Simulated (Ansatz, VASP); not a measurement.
AlNi3: VASP beside Ansatz

File INCAR:

```
PREC     = Accurate       # precision mode
ENCUT    = 600            # plane-wave cutoff, eV
EDIFF    = 1E-6           # SCF threshold, eV
ISMEAR   = -1             # smearing method
SIGMA    = 0.05           # smearing width, eV
LREAL    = F              # projectors in reciprocal space
LASPH    = T              # aspherical terms in the spheres
NELM     = 150            # most SCF steps
ALGO     = Normal         # electronic algorithm
ISIF     = 3              # what is computed and relaxed
LWAVE    = F              # write WAVECAR
LCHARG   = F              # write CHGCAR
ISPIN    = 2              # spin polarisation
MAGMOM   = 1 1 1 0        # initial moments
LORBIT   = 11             # projections on sites
LMAXMIX  = 4              # l up to which the mixer works
GGA      = RP             # functional
IVDW     = 13             # dispersion correction
IBRION   = 2              # ionic algorithm
NSW      = 60             # ionic steps
EDIFFG   = -0.01          # ionic threshold
```

Contents of KPOINTS:

```
Automatic mesh
0
Gamma
  8 8 8
```

POSCAR

```
AlNi3
1.0
    3.5230547267      0.0000000000      0.0000000000
    0.0000000000      3.5230547267      0.0000000000
    0.0000000000      0.0000000000      3.5230547267
Ni Al
3 1
Direct
    0.5000000000      0.5000000000      0.0000000000
    0.5000000000      0.0000000000      0.5000000000
    0.0000000000      0.5000000000      0.5000000000
    0.0000000000      0.0000000000      0.0000000000
```

File input.yaml:

```yaml
crystal:
  lattice:
    - [3.5230547267, 0.0, 0.0]
    - [0.0, 3.5230547267, 0.0]
    - [0.0, 0.0, 3.5230547267]
  atoms:
    - { symbol: Ni, position: [0.5, 0.5, 0.0], spin: 1.0 }
    - { symbol: Ni, position: [0.5, 0.0, 0.5], spin: 1.0 }
    - { symbol: Ni, position: [0.0, 0.5, 0.5], spin: 1.0 }
    - { symbol: Al, position: [0.0, 0.0, 0.0] }
hamiltonian:
  xc: rpbe
  pseudopotentials: { kind: paw }
  dispersion: d4
magnetization:
  spin_polarized: true
kpoints:
  mp_grid: { grid: [8, 8, 8] }
scf:
  occupations: { method: fermi_dirac, width: 0.05 }
output:
  forces: true
  stress: true
relax:
  f_tol: 0.01
  max_steps: 40
  cell: { stress_tol: 0.05 }
```

Alike in both runs: task relaxation of cell and atoms; functional RPBE; dispersion D4; k mesh 8 × 8 × 8; occupations fermi-dirac, width 0.05 eV; collinear spin.

```csv
,VASP,Ansatz
version,VASP 6.6.1,Ansatz 0.2.0
potentials or method,"VASP PAW PBE potentials, release 64 (Ni, Al)",Ansatz PAW
plane-wave cutoff (eV),600,420
valence electrons in the cell,33,57
```

VASP gave:

* net moment per atom (μB): 0.17
* size of the moment on the site where the two differ most (μB): 0.24
* relaxed volume (Å³/atom): 10.90
* relaxed cell length with the largest relative difference (Å): 3.519

Task: Which values does Ansatz return?

Result: net moment per atom (μB): 0.18; size of the moment on the site where the two differ most (μB): 0.27; relaxed volume (Å³/atom): 10.90; relaxed cell length with the largest relative difference (Å): 3.520.

VASP's potentials were made for PBE, not for RPBE. Site moments also hang on the region over which each program counts them. VASP's potentials hold 33 valence electrons a cell and Ansatz's 57, so a difference there can come from the potentials and not from the codes.

Noted on Ansatz's run: the plane-wave basis is chosen anew once the cell has moved, so the energies of steps on either side of that aren't comparable.
